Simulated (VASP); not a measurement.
# HgC2S2N2 (C2/m) in VASP: single point with PBE

Aim: the single point of HgC2S2N2 with PBE.

Everything below comes from runs of VASP 6.6.1. Logs are shortened: lines on timing, memory, paths and dates and some standing lists are left out, and cuts for length are marked.

## Step 1: The cell of the first run

Symmetry: C2/m, No. 12, monoclinic system. The conventional cell has a = 11.096 Å, b = 4.441 Å, c = 7.162 Å, α = 90.00°, β = 99.89°, γ = 90.00°. Hg (site symmetry 2/m) has 2 S at 2.41 Å and 4 N at 2.96 Å and 2 C at 3.14 Å within 3.2 Å. C (site symmetry m) has 1 N at 1.18 Å within 1.6 Å. S (site symmetry m) has 1 C at 1.67 Å within 2.2 Å. Within 1.6 Å of N (site symmetry m) lie 1 C at 1.18 Å.

## Step 2: Single point, PBE

Contents of INCAR:

```
SYSTEM = HgC2S2N2
PREC = Accurate
ENCUT = 520
EDIFF = 1E-7
ISMEAR = -1
SIGMA = 0.02
LREAL = .False.
LASPH = .True.
NELM = 80
ALGO = Normal
ISIF = 2
LWAVE = .False.
LCHARG = .True.
GGA = PE
LELF = .True.
LVHAR = .True.
NBANDS = 30
```

Contents of KPOINTS:

```
regular mesh
0
Gamma
  2 2 2
  0 0 0
```

Contents of POSCAR:

```
HgC2S2N2
1.0
    5.5419016934     -2.2202619933     -0.2553980114
    5.5419016934      2.2202619933     -0.2553980114
   -0.9042562734      0.0000000000      7.1042335358
Hg C S N
1 2 2 2
Direct
    0.0000000000      0.0000000000      0.0000000000
    0.2739718292      0.2739718292      0.2029280149
    0.7260281708      0.7260281708      0.7970719851
    0.1450283466      0.1450283466      0.2925620189
    0.8549716534      0.8549716534      0.7074379811
    0.3684327302      0.3684327302      0.1494393683
    0.6315672698      0.6315672698      0.8505606317
```

Potentials or basis: VASP PAW PBE potentials, release 64 (Hg, C, S, N).

Run with:

```
cat potpaw_PBE.64/Hg/POTCAR potpaw_PBE.64/C/POTCAR potpaw_PBE.64/S/POTCAR potpaw_PBE.64/N/POTCAR > POTCAR
mpirun -np 1 vasp_std > vasp.out
```

OUTCAR:

```text
SYSTEM = HgC2S2N2
   PREC = Accurate
   ENCUT = 520
   EDIFF = 1E-7
   ISMEAR = -1
   LREAL = .False.
   LASPH = .True.
   NELM = 80
   ISIF = 2
   GGA = PE

 ion  position               nearest neighbor table
   1  0.000  0.000  0.000-   4 2.41   5 2.41
   2  0.274  0.274  0.203-   6 1.18   4 1.67
   3  0.726  0.726  0.797-   7 1.18   5 1.67
   4  0.145  0.145  0.293-   2 1.67   1 2.41
   5  0.855  0.855  0.707-   3 1.67   1 2.41
   6  0.368  0.368  0.149-   2 1.18
   7  0.632  0.632  0.851-   3 1.18

  LATTYP: Found a base centered monoclinic cell.
 ALAT       =    11.0955671371
 B/A-ratio  =     0.4002070315
 C/A-ratio  =     0.6454425419
 COS(beta)  =    -0.1717991485

  Lattice vectors:

 A1 = (   5.5419016934,  -2.2202619933,  -0.2553980114)
 A2 = (   5.5419016934,   2.2202619933,  -0.2553980114)
 A3 = (  -0.9042562734,   0.0000000000,   7.1042335358)

Analysis of symmetry for initial positions (statically):
=====================================================================
 Subroutine PRICEL returns:
 Original cell was already a primitive cell.

 Routine SETGRP: Setting up the symmetry group for a
 base centered monoclinic supercell.

 Subroutine GETGRP returns: Found  4 space group operations
 (whereof  4 operations were pure point group operations)
 out of a pool of  4 trial point group operations.

The static configuration has the point symmetry C_2h.

Analysis of symmetry for dynamics (positions and initial velocities):
=====================================================================
 Subroutine PRICEL returns:
 Original cell was already a primitive cell.

 Routine SETGRP: Setting up the symmetry group for a
 base centered monoclinic supercell.

 Subroutine GETGRP returns: Found  4 space group operations
 (whereof  4 operations were pure point group operations)
 out of a pool of  4 trial point group operations.

The dynamic configuration has the point symmetry C_2h.

 Subroutine INISYM returns: Found  4 space group operations
 (whereof  4 operations are pure point group operations),
 and found     1 'primitive' translations

----------------------------------------------------------------------------------------

                                     Primitive cell

  volume of cell :     173.8022

  direct lattice vectors                    reciprocal lattice vectors
     5.541901693 -2.220261993 -0.255398011     0.090754090 -0.225198648  0.011551557
     5.541901693  2.220261993 -0.255398011     0.090754090  0.225198648  0.011551557
    -0.904256273  0.000000000  7.104233536     0.006525240  0.000000000  0.141591698

  length of vectors
     5.975572428  5.975572428  7.161551057     0.243072365  0.243072365  0.141741976

  position of ions in fractional coordinates (direct lattice)
     0.000000000  0.000000000  0.000000000
     0.273971829  0.273971829  0.202928015
     0.726028171  0.726028171  0.797071985
     0.145028347  0.145028347  0.292562019
     0.854971653  0.854971653  0.707437981
     0.368432730  0.368432730  0.149439368
     0.631567270  0.631567270  0.850560632

  ion indices of the primitive-cell ions
   primitive index   ion index
                 1           1
                 2           2
                 3           3
                 4           4
                 5           5
                 6           6
                 7           7

----------------------------------------------------------------------------------------

 KPOINTS: regular mesh

Automatic generation of k-mesh.
 Grid dimensions read from file:
 generate k-points for:    2    2    2

 Generating k-lattice:

  Cartesian coordinates                     Fractional coordinates (reciprocal lattice)
     0.045377045 -0.112599324  0.005775778     0.500000000  0.000000000  0.000000000
     0.045377045  0.112599324  0.005775778     0.000000000  0.500000000  0.000000000
     0.003262620  0.000000000  0.070795849    -0.000000000 -0.000000000  0.500000000

  Length of vectors
     0.121536182  0.121536182  0.070870988

  Shift w.r.t. Gamma in fractional coordinates (k-lattice)
     0.000000000  0.000000000  0.000000000

 Subroutine IBZKPT returns following result:
 ===========================================

 Found      6 irreducible k-points:

 Following reciprocal coordinates:
            Coordinates               Weight
  0.000000  0.000000  0.000000      1.000000
  0.500000 -0.000000  0.000000      2.000000
  0.500000  0.500000  0.000000      1.000000
 -0.000000 -0.000000  0.500000      1.000000
  0.500000 -0.000000  0.500000      2.000000
  0.500000  0.500000  0.500000      1.000000
   k-points           NKPTS =      6   k-points in BZ     NKDIM =      6   number of bands    NBANDS=     30
   number of dos      NEDOS =    301   number of ions     NIONS =      7
   total plane-waves  NPLWV = 124416
   dimension x,y,z NGX =    48 NGY =   48 NGZ =   54
   dimension x,y,z NGXF=    96 NGYF=   96 NGZF=  108
   ions per type =               1   2   2   2
   NGX,Y,Z   is equivalent  to a cutoff of  13.35, 13.35, 12.54 a.u.
   NGXF,Y,Z  is equivalent  to a cutoff of  26.71, 26.71, 25.07 a.u.
 SYSTEM =  HgC2S2N2
   PREC   = accura    normal or accurate (medium, high low for compatibility)
   ISTART =      0    job   : 0-new  1-cont  2-samecut
   ICHARG =      2    charge: 1-file 2-atom 10-const
   ISPIN  =      1    spin polarized calculation?
   LNONCOLLINEAR =      F non collinear calculations
   LSORBIT =      F    spin-orbit coupling
   LASPH  =      T    aspherical Exc in radial PAW
   ENCUT  =  520.0 eV  38.22 Ry    6.18 a.u.  11.11 11.11 13.32*2*pi/ulx,y,z
   NELM   =     80;   NELMIN=  2; NELMDL= -5     # of ELM steps
   EDIFF  = 0.1E-06   stopping-criterion for ELM
   LREAL  =      F    real-space projection
   EDIFFG = 0.1E-05   stopping-criterion for IOM
   NSW    =      0    number of steps for IOM
   IBRION =     -1    ionic relax: 0-MD 1-quasi-New 2-CG
   NFREE  =      0    steps in history (QN), initial steepest desc. (CG)
   ISIF   =      2    stress and relaxation
   ISYM   =      2    0-nonsym 1-usesym 2-fastsym
   POTIM  = 0.5000    time-step for ionic-motion
   TEBEG  =    0.0;   TEEND  =   0.0 temperature during run
   PSTRESS=    0.0 pullay stress
   NELECT =      42.0000    total number of electrons
   NUPDOWN=      -1.0000    fix difference up-down
   EMIN   =  10.00;   EMAX   =-10.00  energy-range for DOS
   EFERMI =   0.00;   METHOD = LEGACY
   ISMEAR =    -1;   SIGMA  =   0.02  broadening in eV -4-tet -1-fermi 0-gaus
   EFERMI_NEDOS =   21; number of points for ismear=-14 and -15
   IALGO  =     38    algorithm
   IMIX   =      4    mixing-type and parameters
     AMIX     =   0.40;   BMIX     =  1.00
     AMIX_MAG =   1.60;   BMIX_MAG =  1.00
  volume/ion in A,a.u.               =      24.83       167.55
  Fermi-wavevector in a.u.,A,eV,Ry     =   1.019701  1.926955 14.147204  1.039790
  Thomas-Fermi vector in A             =   2.153229
   LORBIT       =      0    0 simple, 1 ext, 2 COOP (PROOUT), +10 PAW based schemes
   GGA     = PE    functional components
   LHFCALC =     F    Hartree Fock is set to
   AEXX    =    0.0000 exact exchange contribution
   IVDW    =     0    specifies the selected vdW correction
   LEPSILON=     F    determine dielectric tensor
   LRPA    =     F    only Hartree local field effects (RPA)
 non-spin polarized calculation
  energy-cutoff  :      520.00
  volume of cell :      173.80
 maximum number of plane-waves:      4696
 NGX is ok and might be reduce to    48
   NGX = 23   NGY = 23   NGZ = 27

 number of electron      41.9999996 magnetization

 Free energy of the ion-electron system (eV)
  ---------------------------------------------------
  ext. energy  EPLUGINS =         0.00000000
  ---------------------------------------------------
  free energy    TOTEN  =       -41.38933878 eV

  energy without entropy =      -41.38933878  energy(sigma->0) =      -41.38933878

 E-fermi :  -0.8077     XC(G=0):  -7.2733

 val. band max:       -1.2686778514   @ k =   0.5000   0.5000   0.0000
 cond. band min:       1.1392190073   @ k =   0.0000   0.0000   0.0000
 fundamental gap:      2.4078968588
 Fermi energy:        -0.8077026433

 k-point     1 :       0.0000    0.0000    0.0000
  band No.  band energies     occupation
      1     -18.2018      2.00000
      2     -18.0765      2.00000
      3     -14.9240      2.00000
      4     -14.7287      2.00000
      5      -8.8095      2.00000
      6      -7.5124      2.00000
[... 22 lines left out ...]
     29       6.0132      0.00000
     30       6.1684      0.00000

 k-point     2 :       0.5000   -0.0000    0.0000
  band No.  band energies     occupation
      1     -18.1231      2.00000
      2     -18.1200      2.00000
      3     -14.9182      2.00000
      4     -14.7222      2.00000
      5      -8.7687      2.00000
      6      -7.3689      2.00000
[... 22 lines left out ...]
     29       5.5589      0.00000
     30       6.3035      0.00000

 k-point     3 :       0.5000    0.5000    0.0000
  band No.  band energies     occupation
      1     -18.1790      2.00000
      2     -18.0764      2.00000
      3     -14.9658      2.00000
      4     -14.7665      2.00000
      5      -8.7764      2.00000
      6      -7.2715      2.00000
[... 22 lines left out ...]
     29       5.0344      0.00000
     30       6.1242      0.00000

 k-point     4 :      -0.0000   -0.0000    0.5000
  band No.  band energies     occupation
      1     -18.1956      2.00000
      2     -18.0825      2.00000
      3     -14.8726      2.00000
      4     -14.7867      2.00000
      5      -8.8051      2.00000
      6      -7.5195      2.00000
[... 22 lines left out ...]
     29       5.3562      0.00000
     30       6.2560      0.00000

 k-point     5 :       0.5000   -0.0000    0.5000
  band No.  band energies     occupation
      1     -18.1233      2.00000
      2     -18.1197      2.00000
      3     -14.9149      2.00000
      4     -14.7256      2.00000
      5      -8.7604      2.00000
      6      -7.4147      2.00000
[... 22 lines left out ...]
     29       5.4161      0.00000
     30       6.7161      0.00000

 k-point     6 :       0.5000    0.5000    0.5000
  band No.  band energies     occupation
      1     -18.1740      2.00000
      2     -18.0814      2.00000
      3     -15.0108      2.00000
      4     -14.7154      2.00000
      5      -8.7630      2.00000
      6      -7.3734      2.00000
[... 22 lines left out ...]
     29       5.3484      0.00000
     30       6.0431      0.00000

------------------------ aborting loop because EDIFF is reached ----------------------------------------

  FORCE on cell =-STRESS in cart. coord.  units (eV):
  Direction    XX          YY          ZZ          XY          YZ          ZX
  --------------------------------------------------------------------------------------
  -------------------------------------------------------------------------------------
  Total        0.2808056     -0.0735873      0.1861764      0.0000000      0.0000000      0.0604422
  in kB        2.5885771     -0.6783569      1.7162479      0.0000000      0.0000000      0.5571799
  external PRESSURE =       1.2088227 kB  Pullay stress =       0.0000000 kB

 VOLUME and BASIS-vectors are now :
 -----------------------------------------------------------------------------
  energy-cutoff  :      520.00
  volume of cell :      173.80
      direct lattice vectors                 reciprocal lattice vectors
     5.541901693 -2.220261993 -0.255398011     0.090754090 -0.225198648  0.011551557
     5.541901693  2.220261993 -0.255398011     0.090754090  0.225198648  0.011551557
    -0.904256273  0.000000000  7.104233536     0.006525240  0.000000000  0.141591698

 POSITION                                       TOTAL-FORCE (eV/Angst)
 -----------------------------------------------------------------------------------
      0.00000      0.00000      0.00000         0.000000      0.000000      0.000000
      2.85315      0.00000      1.30170        -0.457874      0.000000      0.196794
      7.32640      0.00000      5.29173         0.457874      0.000000     -0.196794
      1.34291      0.00000      2.00435         0.178436      0.000000     -0.012622
      8.83663      0.00000      4.58909        -0.178436      0.000000      0.012622
      3.94850      0.00000      0.87346         0.313738      0.000000     -0.125579
      6.23104      0.00000      5.71998        -0.313738      0.000000      0.125579
 -----------------------------------------------------------------------------------
    total drift:                               -0.000000     -0.000000     -0.000000

  FREE ENERGIE OF THE ION-ELECTRON SYSTEM (eV)
  ---------------------------------------------------
  free  energy   TOTEN  =       -41.3893387781 eV

  energy  without entropy=      -41.3893387781  energy(sigma->0) =      -41.38933878
```

It took 94 s on 1 thread of Intel Xeon 8259CL, shared host; peak memory 0.36 GiB.

Results:

| Item | Value |
| --- | --- |
| Free energy | -41.3893 eV |
| Pressure | 0.1 GPa |
| Largest force | 0.498 eV/Å |
| Band gap on the k mesh | 2.41 eV (least direct gap 2.57 eV) |

Forces in eV/Å, atoms in the order of the input:
```
Hg   0.000  0.000  0.000
C   -0.458  0.000  0.197
C    0.458  0.000 -0.197
S    0.178  0.000 -0.013
S   -0.178  0.000  0.013
N    0.314  0.000 -0.126
N   -0.314  0.000  0.126
```

Levels at points of the mesh, in eV from the valence-band top:
| k point | band 17 | band 18 | band 19 | band 20 | band 21 | band 22 | band 23 | band 24 | band 25 | band 26 |
| --- | --- | --- | --- | --- | --- | --- | --- | --- | --- | --- |
| (0.00, 0.00, 0.00) | -2.89 | -1.37 | -1.27 | -0.69 | -0.16 | 2.41 | 4.44 | 4.63 | 5.51 | 5.51 |
| (0.50, 0.00, 0.00) | -2.81 | -2.07 | -1.20 | -0.82 | -0.24 | 2.80 | 4.17 | 5.35 | 5.45 | 5.81 |
| (0.50, 0.50, 0.00) | -2.81 | -1.42 | -1.18 | -0.24 | 0.00 | 3.30 | 4.70 | 4.79 | 5.39 | 5.42 |
| (0.00, 0.00, 0.50) | -2.97 | -1.46 | -1.24 | -0.76 | -0.07 | 2.97 | 4.55 | 4.75 | 5.59 | 5.68 |
| (0.50, 0.00, 0.50) | -2.80 | -2.02 | -1.24 | -0.82 | -0.38 | 2.84 | 4.17 | 5.26 | 5.46 | 5.51 |
| (0.50, 0.50, 0.50) | -2.88 | -1.44 | -1.02 | -0.13 | -0.11 | 2.93 | 4.78 | 4.78 | 5.36 | 5.37 |

Caveat: the k points lie up to 0.76 Å⁻¹ apart; spin-orbit coupling is left out, which moves the levels of the heavy elements; this functional lacks dispersion, which binds layers or chains, so the pressure and a relaxed spacing across them are unreliable. A k mesh can miss the band edges.
